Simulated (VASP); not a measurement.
WS2:

```
W S
1.0
     1.57860    0.91141    6.03931
    -1.57860    0.91141    6.03931
     0.00000   -1.82281    6.03931
W S
1 2
Cartesian
  0.0000 0.0000 0.0119
  0.0000 0.0000 4.4792
  0.0000 0.0000 7.6244
```

```yaml
Program: VASP 6.6.1
Task: relaxation of cell and atoms
Functional: LDA
Potentials_or_basis: VASP PAW LDA potentials, release 64 (W_sv, S)
Cutoff: 600 eV
k_mesh: 12 × 12 × 12
Occupations: gaussian, width 0.02 eV
Spin: no spin polarisation
```

At the start: pressure -3.8 GPa; volume 17.38 Å³/atom.

Problem. Where does the relaxation end?

Solution. Over 13 steps the energy falls by 4.8 meV/atom and the volume is 17.16 Å³/atom (-1.2 %); space group R3m (No. 160, to 0.1 Å) before and after.

Step by step:
| step | energy change (eV) | largest force (eV/Å) | pressure (GPa) | volume (Å³) |
| --- | --- | --- | --- | --- |
| 1 | 0.0000 | 0.4110 | -3.77 | 52.13 |
| 2 | 0.0658 | 1.1639 | 10.08 | 49.11 |
| 3 | -0.0134 | 0.0132 | -0.12 | 51.23 |
| 4 | -0.0134 | 0.0219 | -0.05 | 51.21 |
| 5 | -0.0139 | 0.0245 | 0.06 | 51.14 |
| 6 | -0.0139 | 0.0248 | 0.06 | 51.14 |
| 7 | -0.0139 | 0.0245 | 0.04 | 51.18 |
| 8 | -0.0141 | 0.0265 | -0.02 | 51.28 |
| 9 | -0.0142 | 0.0306 | -0.14 | 51.49 |
| 10 | -0.0143 | 0.0056 | 0.03 | 51.48 |
| 11 | -0.0143 | 0.0056 | 0.02 | 51.48 |
| 12 | -0.0143 | 0.0059 | 0.01 | 51.48 |
| 13 | -0.0143 | 0.0002 | 0.00 | 51.48 |

Final structure:
```
W S
1.0
     1.56649    0.90441    6.05665
    -1.56649    0.90441    6.05665
     0.00000   -1.80883    6.05665
W S
1 2
Direct
  0.00066 0.00066 0.00066
  0.24809 0.24809 0.24809
  0.41995 0.41995 0.41995
```
